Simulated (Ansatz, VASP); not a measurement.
One calculation of Pd, two programs

The input INCAR:

```
PREC = Accurate
ENCUT = 520
EDIFF = 1E-6
ISMEAR = -1
SIGMA = 0.05
LREAL = False
LASPH = True
NELM = 150
ALGO = Normal
ISIF = 2
LWAVE = False
LCHARG = False
ISPIN = 2
MAGMOM = -0.359 -0.359
LORBIT = 11
LMAXMIX = 4
GGA = RP
NBANDS = 21
```

KPOINTS

```
Automatic mesh
0
Gamma
  15 15 8
```

POSCAR

```
Pd
1.0
    2.7944169827      0.0000000000      0.0000000000
   -1.3972084913      2.4200360958      0.0000000000
    0.0000000000      0.0000000000      4.6909697927
Pd
2
Direct
    0.3333333333      0.6666666667      0.2500000000
    0.6666666667      0.3333333333      0.7500000000
```

Input for Ansatz:

```yaml
crystal:
  lattice:
    - [2.7944169827, 0.0, 0.0]
    - [-1.3972084913, 2.4200360958, 0.0]
    - [0.0, 0.0, 4.6909697927]
  atoms:
    - { symbol: Pd, position: [0.3333333333, 0.6666666667, 0.25], spin: -0.359 }
    - { symbol: Pd, position: [0.6666666667, 0.3333333333, 0.75], spin: -0.359 }
hamiltonian:
  xc: rpbe
  pseudopotentials:
    kind: paw
    azcp:
      Pd: "pseudopotentials/Pd.paw.azcp"
basis:
  ecutwfc: 420
  fft_grid_basis: typed
kpoints:
  mp_grid: { grid: [15, 15, 8], shift: [0, 0, 0] }
magnetization:
  spin_polarized: true
scf:
  occupations: { method: fermi_dirac, width: 0.05 }
  lower_state_search: "off"
output:
  stress: true
  write_density: true
  write_potential: true
  elf: true
  volumetric_format: npy
```

Alike in both runs: task single point; functional RPBE; k mesh 15 × 15 × 8; occupations fermi-dirac, width 0.05 eV; collinear spin.

|  | VASP | Ansatz |
| --- | --- | --- |
| version | VASP 6.6.1 | Ansatz 0.2.0 |
| potentials or method | VASP PAW PBE potentials, release 64 (Pd), cutoff 520 eV | plane waves (420 eV) with PAW, scalar-relativistic |
| valence electrons in the cell | 20 | 36 |

|  | VASP | Ansatz | Ansatz less VASP |
| --- | --- | --- | --- |
| pressure (GPa) | -0.1 | 0.1 | +0.23 |
| traceless stress, the component that is largest in VASP (GPa) | -0.90 | -0.86 | +0.043 |
| net moment per atom (μB) | 0.36 | 0.36 | -0.002 |
| size of the moment on the site where the two differ most (μB) | 0.36 | 0.37 | +0.007 |

VASP's potentials were made for PBE, not for RPBE. Site moments also hang on the region over which each program counts them. VASP's potentials hold 20 valence electrons a cell and Ansatz's 36, so a difference there can come from the potentials and not from the codes.
